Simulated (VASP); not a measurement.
# Al (Fm-3m) in VASP: a series of runs

The runs below take Al through single point, with LDA, PBE exchange alone.

Program: VASP 6.6.1. These are calculated values, not measurements. Logs are shortened: lines on timing, memory, paths and dates and some standing lists are left out, and cuts for length are marked.

### 1 The cell of the first run

The structure is cubic, space group Fm-3m (No. 225). Conventional cell: a = 4.022 Å, b = 4.022 Å, c = 4.022 Å, α = 90.00°, β = 90.00°, γ = 90.00°. Al (site symmetry m-3m) has 12 Al at 2.84 Å within 3.7 Å.

### 2 Single point, LDA

Input file INCAR:

```
SYSTEM = Al
PREC = Accurate
ENCUT = 520
EDIFF = 1E-6
ISMEAR = -1
SIGMA = 0.05
LREAL = .FALSE.
LASPH = .TRUE.
NELM = 80
ALGO = Normal
ISIF = 2
LWAVE = .FALSE.
LCHARG = .FALSE.
NBANDS = 8
```

Input file KPOINTS:

```
Automatic mesh
0
G
  11 11 11
  0 0 0
```

Input file POSCAR:

```
Al
1.0
    0.0000000000      2.0112152952      2.0112152952
    2.0112152952      0.0000000000      2.0112152952
    2.0112152952      2.0112152952      0.0000000000
Al
1
Direct
    0.0000000000      0.0000000000      0.0000000000
```

Potentials or basis: VASP PAW LDA potentials, release 64 (Al).

On the command line:

```bash
$ cat potpaw_LDA.64/Al/POTCAR > POTCAR
$ mpirun -np 1 vasp_std > vasp.out
```

OUTCAR:

```text
SYSTEM = Al
   PREC = Accurate
   ENCUT = 520
   EDIFF = 1E-6
   ISMEAR = -1
   LREAL = .FALSE.
   LASPH = .TRUE.
   NELM = 80
   ISIF = 2

 ion  position               nearest neighbor table
   1  0.000  0.000  0.000-

  LATTYP: Found a face centered cubic cell.
 ALAT       =     4.0224305904

  Lattice vectors:

 A1 = (   0.0000000000,   2.0112152952,   2.0112152952)
 A2 = (   2.0112152952,   0.0000000000,   2.0112152952)
 A3 = (   2.0112152952,   2.0112152952,   0.0000000000)

Analysis of symmetry for initial positions (statically):
=====================================================================
 Subroutine PRICEL returns:
 Original cell was already a primitive cell.

 Routine SETGRP: Setting up the symmetry group for a
 face centered cubic supercell.

 Subroutine GETGRP returns: Found 48 space group operations
 (whereof 48 operations were pure point group operations)
 out of a pool of 48 trial point group operations.

The static configuration has the point symmetry O_h .

Analysis of symmetry for dynamics (positions and initial velocities):
=====================================================================
 Subroutine PRICEL returns:
 Original cell was already a primitive cell.

 Routine SETGRP: Setting up the symmetry group for a
 face centered cubic supercell.

 Subroutine GETGRP returns: Found 48 space group operations
 (whereof 48 operations were pure point group operations)
 out of a pool of 48 trial point group operations.

The dynamic configuration has the point symmetry O_h .

 Subroutine INISYM returns: Found 48 space group operations
 (whereof 48 operations are pure point group operations),
 and found     1 'primitive' translations

----------------------------------------------------------------------------------------

                                     Primitive cell

  volume of cell :      16.2707

  direct lattice vectors                    reciprocal lattice vectors
     0.000000000  2.011215295  2.011215295    -0.248605906  0.248605906  0.248605906
     2.011215295  0.000000000  2.011215295     0.248605906 -0.248605906  0.248605906
     2.011215295  2.011215295  0.000000000     0.248605906  0.248605906 -0.248605906

  length of vectors
     2.844287947  2.844287947  2.844287947     0.430598060  0.430598060  0.430598060

  position of ions in fractional coordinates (direct lattice)
     0.000000000  0.000000000  0.000000000

  ion indices of the primitive-cell ions
   primitive index   ion index
                 1           1

----------------------------------------------------------------------------------------

 KPOINTS: Automatic mesh

Automatic generation of k-mesh.
 Grid dimensions read from file:
 generate k-points for:   11   11   11

 Generating k-lattice:

  Cartesian coordinates                     Fractional coordinates (reciprocal lattice)
    -0.022600537  0.022600537  0.022600537     0.090909091  0.000000000  0.000000000
     0.022600537 -0.022600537  0.022600537     0.000000000  0.090909091  0.000000000
     0.022600537  0.022600537 -0.022600537     0.000000000  0.000000000  0.090909091

  Length of vectors
     0.039145278  0.039145278  0.039145278

  Shift w.r.t. Gamma in fractional coordinates (k-lattice)
     0.000000000  0.000000000  0.000000000

 Subroutine IBZKPT returns following result:
 ===========================================

 Found     56 irreducible k-points:

 Following reciprocal coordinates:
            Coordinates               Weight
  0.000000  0.000000  0.000000      1.000000
  0.090909  0.000000  0.000000      8.000000
  0.181818  0.000000  0.000000      8.000000
  0.272727  0.000000  0.000000      8.000000
  0.363636  0.000000  0.000000      8.000000
  0.454545  0.000000  0.000000      8.000000
[... 16 lines left out ...]
 -0.272727  0.181818  0.000000     24.000000
 -0.181818  0.181818  0.000000     12.000000
 [... further k-points ...]
   k-points           NKPTS =     56   k-points in BZ     NKDIM =     56   number of bands    NBANDS=      8
   number of dos      NEDOS =    301   number of ions     NIONS =      1
   total plane-waves  NPLWV =  13824
   dimension x,y,z NGX =    24 NGY =   24 NGZ =   24
   dimension x,y,z NGXF=    48 NGYF=   48 NGZF=   48
   ions per type =               1
   NGX,Y,Z   is equivalent  to a cutoff of  14.03, 14.03, 14.03 a.u.
   NGXF,Y,Z  is equivalent  to a cutoff of  28.06, 28.06, 28.06 a.u.
 SYSTEM =  Al
   PREC   = accura    normal or accurate (medium, high low for compatibility)
   ISTART =      0    job   : 0-new  1-cont  2-samecut
   ICHARG =      2    charge: 1-file 2-atom 10-const
   ISPIN  =      1    spin polarized calculation?
   LNONCOLLINEAR =      F non collinear calculations
   LSORBIT =      F    spin-orbit coupling
   LASPH  =      T    aspherical Exc in radial PAW
   ENCUT  =  520.0 eV  38.22 Ry    6.18 a.u.   5.29  5.29  5.29*2*pi/ulx,y,z
   NELM   =     80;   NELMIN=  2; NELMDL= -5     # of ELM steps
   EDIFF  = 0.1E-05   stopping-criterion for ELM
   LREAL  =      F    real-space projection
   EDIFFG = 0.1E-04   stopping-criterion for IOM
   NSW    =      0    number of steps for IOM
   IBRION =     -1    ionic relax: 0-MD 1-quasi-New 2-CG
   NFREE  =      0    steps in history (QN), initial steepest desc. (CG)
   ISIF   =      2    stress and relaxation
   ISYM   =      2    0-nonsym 1-usesym 2-fastsym
   POTIM  = 0.5000    time-step for ionic-motion
   TEBEG  =    0.0;   TEEND  =   0.0 temperature during run
   PSTRESS=    0.0 pullay stress
   NELECT =       3.0000    total number of electrons
   NUPDOWN=      -1.0000    fix difference up-down
   EMIN   =  10.00;   EMAX   =-10.00  energy-range for DOS
   EFERMI =   0.00;   METHOD = LEGACY
   ISMEAR =    -1;   SIGMA  =   0.05  broadening in eV -4-tet -1-fermi 0-gaus
   EFERMI_NEDOS =   21; number of points for ismear=-14 and -15
   IALGO  =     38    algorithm
   IMIX   =      4    mixing-type and parameters
     AMIX     =   0.40;   BMIX     =  1.00
     AMIX_MAG =   1.60;   BMIX_MAG =  1.00
  volume/ion in A,a.u.               =      16.27       109.80
  Fermi-wavevector in a.u.,A,eV,Ry     =   0.931780  1.760809 11.812767  0.868214
  Thomas-Fermi vector in A             =   2.058309
   LORBIT       =      0    0 simple, 1 ext, 2 COOP (PROOUT), +10 PAW based schemes
   GGA     = CA    functional components
   LHFCALC =     F    Hartree Fock is set to
   AEXX    =    0.0000 exact exchange contribution
   IVDW    =     0    specifies the selected vdW correction
   LEPSILON=     F    determine dielectric tensor
   LRPA    =     F    only Hartree local field effects (RPA)
 non-spin polarized calculation
  energy-cutoff  :      520.00
  volume of cell :       16.27
 maximum number of plane-waves:       448
 NGX is ok and might be reduce to    24
   NGX = 11   NGY = 11   NGZ = 11

 number of electron       3.0000000 magnetization

 Free energy of the ion-electron system (eV)
  ---------------------------------------------------
  ext. energy  EPLUGINS =         0.00000000
  ---------------------------------------------------
  free energy    TOTEN  =        -4.19840041 eV

  energy without entropy =       -4.19440146  energy(sigma->0) =       -4.19640093

 E-fermi :   7.9488     XC(G=0): -10.3956

 val. band max:        7.9428732127   @ k =  -0.4545   0.3636   0.0000
 cond. band min:       7.9688775021   @ k =   0.4545   0.1818   0.0909
 fundamental gap:      0.0260042893
 Fermi energy:         7.9488265953

 k-point     1 :       0.0000    0.0000    0.0000
  band No.  band energies     occupation
      1      -3.2597      2.00000
      2      20.5839      0.00000
      3      20.5839      0.00000
      4      20.5839      0.00000
      5      22.0112      0.00000
      6      22.0112      0.00000
      7      22.0112      0.00000
      8      24.6512      0.00000

 k-point     2 :       0.0909    0.0000    0.0000
  band No.  band energies     occupation
      1      -3.0336      2.00000
      2      17.6597      0.00000
      3      19.9292      0.00000
      4      19.9292      0.00000
      5      22.7546      0.00000
      6      23.0004      0.00000
      7      23.0004      0.00000
      8      26.2482      0.00000

 k-point     3 :       0.1818    0.0000    0.0000
  band No.  band energies     occupation
      1      -2.3575      2.00000
      2      13.9995      0.00000
      3      19.1924      0.00000
      4      19.1924      0.00000
      5      22.5585      0.00000
      6      23.8150      0.00000
      7      23.8150      0.00000
      8      25.3914      0.00000

 k-point     4 :       0.2727    0.0000    0.0000
  band No.  band energies     occupation
      1      -1.2379      2.00000
      2      10.5543      0.00000
      3      18.7823      0.00000
      4      18.7823      0.00000
      5      22.2929      0.00000
      6      22.2929      0.00000
      7      22.3615      0.00000
      8      26.4411      0.00000

 k-point     5 :       0.3636    0.0000    0.0000
  band No.  band energies     occupation
      1       0.3146      2.00000
      2       7.4302      1.99994
      3      18.7380      0.00000
      4      18.7380      0.00000
      5      20.8649      0.00000
      6      20.8649      0.00000
      7      22.4426      0.00000
      8      24.9374      0.00000
[... 177 lines left out ...]
 k-point    22 :      -0.3636    0.1818    0.0000
  band No.  band energies     occupation
      1       2.3568      2.00000
      2       6.2814      2.00000
      3      12.6339      0.00000
      4      17.0046      0.00000
      5      18.9463      0.00000
      6      23.4090      0.00000
      7      26.0820      0.00000
      8      28.9760      0.00000

 k-point    23 :      -0.2727    0.1818    0.0000
  band No.  band energies     occupation
      1       0.5347      2.00000
      2       9.0877      0.00000
      3      12.4953      0.00000
      4      18.2215      0.00000
      5      20.2526      0.00000
      6      23.1877      0.00000
      7      25.6337      0.00000
      8      26.1141      0.00000

 k-point    24 :      -0.1818    0.1818    0.0000
  band No.  band energies     occupation
      1      -0.8667      2.00000
      2      11.7795      0.00000
      3      13.2251      0.00000
      4      19.8013      0.00000
      5      21.8798      0.00000
      6      22.9138      0.00000
      7      23.9978      0.00000
      8      24.9961      0.00000

 [... further k-points ...]

------------------------ aborting loop because EDIFF is reached ----------------------------------------

  FORCE on cell =-STRESS in cart. coord.  units (eV):
  Direction    XX          YY          ZZ          XY          YZ          ZX
  --------------------------------------------------------------------------------------
  -------------------------------------------------------------------------------------
  Total       -0.2182832     -0.2182832     -0.2182832     -0.0000000     -0.0000000     -0.0000000
  in kB      -21.4943972    -21.4943972    -21.4943972     -0.0000000     -0.0000000     -0.0000000
  external PRESSURE =     -21.4943972 kB  Pullay stress =       0.0000000 kB

 VOLUME and BASIS-vectors are now :
 -----------------------------------------------------------------------------
  energy-cutoff  :      520.00
  volume of cell :       16.27
      direct lattice vectors                 reciprocal lattice vectors
     0.000000000  2.011215295  2.011215295    -0.248605906  0.248605906  0.248605906
     2.011215295  0.000000000  2.011215295     0.248605906 -0.248605906  0.248605906
     2.011215295  2.011215295  0.000000000     0.248605906  0.248605906 -0.248605906

 POSITION                                       TOTAL-FORCE (eV/Angst)
 -----------------------------------------------------------------------------------
      0.00000      0.00000      0.00000         0.000000     -0.000000     -0.000000
 -----------------------------------------------------------------------------------
    total drift:                               -0.000000      0.000000      0.000000

  FREE ENERGIE OF THE ION-ELECTRON SYSTEM (eV)
  ---------------------------------------------------
  free  energy   TOTEN  =        -4.1984004088 eV

  energy  without entropy=       -4.1944014557  energy(sigma->0) =       -4.19640093
```

Run time: 2.6 s. Hardware: 1 thread of Intel Xeon 6975P-C, shared host; peak memory 0.12 GiB.

Results:

```yaml
Free_energy: -4.1984 eV
Pressure: -2.1 GPa
```

Levels at points of the mesh, in eV from the Fermi level:
```csv
k point,band 1,band 2,band 3,band 4,band 5,band 6
"(0.00, 0.00, 0.00)",-11.21,12.64,12.64,12.64,14.06,14.06
```

### 3 Single point, PBE exchange alone

This run uses another cell than the first one, of 16.93 Å³/atom, 1.041 times its volume.

Input file INCAR:

```
SYSTEM = Al
AGGAC = 0.0
ALDAC = 0.0
ALGO = Normal
EDIFF = 1E-6
ENCUT = 520
GGA = PE
ISIF = 2
ISMEAR = -1
LASPH = .True.
LCHARG = .True.
LELF = .True.
LREAL = .False.
LVHAR = .True.
LWAVE = .False.
NBANDS = 8
NELM = 80
PREC = Accurate
SIGMA = 0.05
```

Input file KPOINTS:

```
k-points
0
Gamma
  11 11 11
  0 0 0
```

Input file POSCAR:

```
Al
1.0
    0.0000000000      2.0382146954      2.0382146954
    2.0382146954      0.0000000000      2.0382146954
    2.0382146954      2.0382146954      0.0000000000
Al
1
Direct
    0.0000000000      0.0000000000      0.0000000000
```

Potentials or basis: VASP PAW PBE potentials, release 64 (Al).

On the command line:

```bash
$ cat potpaw_PBE.64/Al/POTCAR > POTCAR
$ mpirun -np 1 vasp_std > vasp.out
```

OUTCAR:

```text
SYSTEM = Al
   EDIFF = 1E-6
   ENCUT = 520
   GGA = PE
   ISIF = 2
   ISMEAR = -1
   LASPH = .True.
   LREAL = .False.
   NELM = 80
   PREC = Accurate

 ion  position               nearest neighbor table
   1  0.000  0.000  0.000-

  LATTYP: Found a face centered cubic cell.
 ALAT       =     4.0764293908

  Lattice vectors:

 A1 = (   0.0000000000,   2.0382146954,   2.0382146954)
 A2 = (   2.0382146954,   0.0000000000,   2.0382146954)
 A3 = (   2.0382146954,   2.0382146954,   0.0000000000)

Analysis of symmetry for initial positions (statically):
=====================================================================
 Subroutine PRICEL returns:
 Original cell was already a primitive cell.

 Routine SETGRP: Setting up the symmetry group for a
 face centered cubic supercell.

 Subroutine GETGRP returns: Found 48 space group operations
[... 9 lines left out ...]

 Routine SETGRP: Setting up the symmetry group for a
 face centered cubic supercell.

 Subroutine GETGRP returns: Found 48 space group operations
 (whereof 48 operations were pure point group operations)
 out of a pool of 48 trial point group operations.

[... 141 lines left out ...]
  ---------------------------------------------------
  free energy    TOTEN  =        -1.95019769 eV

  energy without entropy =       -1.94622003  energy(sigma->0) =       -1.94820886

 E-fermi :   9.2166     XC(G=0):  -8.6082

 val. band max:        8.9887364290   @ k =  -0.4545   0.4545   0.0909
 cond. band min:       9.2196715642   @ k =   0.4545   0.1818   0.0909
 fundamental gap:      0.2309351353
 Fermi energy:         9.2165728822

 k-point     1 :       0.0000    0.0000    0.0000
  band No.  band energies     occupation
      1      -1.7553      2.00000
      2      21.6296      0.00000
      3      21.6296      0.00000
      4      21.6296      0.00000
      5      22.8749      0.00000
      6      22.8749      0.00000
      7      22.8749      0.00000
      8      25.5045      0.00000
[... 243 lines left out ...]
 k-point    24 :      -0.1818    0.1818    0.0000
  band No.  band energies     occupation
      1       0.5809      2.00000
      2      12.9614      0.00000
      3      14.3434      0.00000
      4      20.7762      0.00000
      5      22.8464      0.00000
      6      23.9040      0.00000
      7      24.9250      0.00000
      8      25.8380      0.00000

 [... further k-points ...]
[... 5 lines left out ...]
  --------------------------------------------------------------------------------------
  -------------------------------------------------------------------------------------
  Total        0.8080676      0.8080676      0.8080676     -0.0000000      0.0000000      0.0000000
  in kB       76.4501786     76.4501786     76.4501786     -0.0000000      0.0000000      0.0000000
  external PRESSURE =      76.4501786 kB  Pullay stress =       0.0000000 kB

 VOLUME and BASIS-vectors are now :
 -----------------------------------------------------------------------------
  energy-cutoff  :      520.00
  volume of cell :       16.93
      direct lattice vectors                 reciprocal lattice vectors
     0.000000000  2.038214695  2.038214695    -0.245312724  0.245312724  0.245312724
     2.038214695  0.000000000  2.038214695     0.245312724 -0.245312724  0.245312724
     2.038214695  2.038214695  0.000000000     0.245312724  0.245312724 -0.245312724

 POSITION                                       TOTAL-FORCE (eV/Angst)
 -----------------------------------------------------------------------------------
      0.00000      0.00000      0.00000         0.000000      0.000000     -0.000000
 -----------------------------------------------------------------------------------
    total drift:                                0.000000     -0.000000     -0.000000

  FREE ENERGIE OF THE ION-ELECTRON SYSTEM (eV)
  ---------------------------------------------------
  free  energy   TOTEN  =        -1.9501976885 eV

  energy  without entropy=       -1.9462200254  energy(sigma->0) =       -1.94820886
```

OSZICAR:

```text
N       E                     dE             d eps       ncg     rms          rms(c)
DAV:   1    -0.488341104372E+00   -0.48834E+00   -0.87546E+02   896   0.206E+02
DAV:   2    -0.194199656871E+01   -0.14537E+01   -0.14410E+01  1328   0.187E+01
DAV:   3    -0.194861033742E+01   -0.66138E-02   -0.66080E-02  1160   0.141E+00
DAV:   4    -0.194862849409E+01   -0.18157E-04   -0.18157E-04  1360   0.623E-02
DAV:   5    -0.194862854358E+01   -0.49494E-07   -0.50561E-07  1232   0.171E-03    0.866E-01
DAV:   6    -0.194918770242E+01   -0.55916E-03   -0.26385E-03  1080   0.292E-01    0.548E-01
DAV:   7    -0.195012171994E+01   -0.93402E-03   -0.83101E-03  1008   0.547E-01    0.782E-02
DAV:   8    -0.195019313081E+01   -0.71411E-04   -0.14149E-04  1448   0.705E-02    0.187E-02
DAV:   9    -0.195019801725E+01   -0.48864E-05   -0.52619E-06  1128   0.128E-02    0.375E-03
DAV:  10    -0.195019768853E+01    0.32872E-06   -0.10528E-07   744   0.208E-03
   1 F= -.19501977E+01 E0= -.19482089E+01  d E =-.397766E-02
```

It took 3.4 s on 1 thread of Intel Xeon 6975P-C, shared host; peak memory 0.13 GiB.

What came out:

```
Free energy : -1.9502 eV
Pressure    : 7.6 GPa
```
